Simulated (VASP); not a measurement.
Set up this calculation in VASP 6.6.1, as the native input.

```
Task                   : single point
Functional             : r2SCAN
Potentials or basis    : VASP PAW PBE potentials, release 64 (Sr_sv, Cl)
Cutoff                 : 520 eV
k mesh                 : 6 × 6 × 6
Occupations            : gaussian, width 0.01 eV
Spin                   : no spin polarisation
Dipole correction      : no
Further INCAR settings : ALGO = Normal; EDIFF = 1e-06; NBANDS = 19
```

The system is SrCl2.

```xyz
3
Lattice="3.3969 3.3969 0.0000 -3.3969 3.3969 0.0000 0.0000 3.3969 3.3969" Properties=species:S:1:pos:R:3 pbc="T T T"
Sr    0.0000    0.0000    0.0000
Cl   -1.6985    5.0954    1.6985
Cl    1.6985    5.0954    1.6985
```

The input as run:

POSCAR

```
SrCl2
1.0
    3.3969063320      3.3969063320      0.0000000000
   -3.3969063320      3.3969063320      0.0000000000
    0.0000000000      3.3969063320      3.3969063320
Sr Cl
1 2
Direct
    0.0000000000      0.0000000000      0.0000000000
    0.2500000000      0.7500000000      0.5000000000
    0.7500000000      0.2500000000      0.5000000000
```

INCAR.step1

```
PREC = Accurate ; ENCUT = 520
ISMEAR = 0 ; SIGMA = 0.01
LREAL = F ; LASPH = T
NELM = 100 ; NBANDS = 19
GGA = PE ; ALGO = Normal
EDIFF = 1E-4 ; LWAVE = T
LCHARG = F
```

INCAR.step2

```
PREC = Accurate ; ENCUT = 520
EDIFF = 1E-6 ; ISMEAR = 0
SIGMA = 0.01 ; LREAL = F
LASPH = T ; NELM = 100
ALGO = Normal ; ISIF = 2
LWAVE = F ; LCHARG = F
METAGGA = R2SCAN ; LMIXTAU = T
NBANDS = 19 ; ISTART = 1
```

KPOINTS

```
regular mesh
0
Gamma
  6 6 6
```

Potentials or basis: VASP PAW PBE potentials, release 64 (Sr_sv, Cl).

Command:

```console
$ cat potpaw_PBE.64/Sr_sv/POTCAR potpaw_PBE.64/Cl/POTCAR > POTCAR
$ cp INCAR.step1 INCAR
$ mpirun -np 1 vasp_std > vasp.out
$ cp INCAR.step2 INCAR
$ mpirun -np 1 vasp_std > vasp.out
```

It gave:

```json
{"Pressure": "4.1 GPa", "Band gap on the k mesh": "5.93 eV"}
```

Caveat: the cell stands under pressure; the PAW data sets were made with another functional, which shifts forces and pressure a little.

Run time: 87 s on 1 thread of Intel(R) Xeon(R) Platinum 8124M CPU @ 3.00GHz (Skylake/Cascade Lake), with other jobs on the host, peak memory 0.22 GiB.
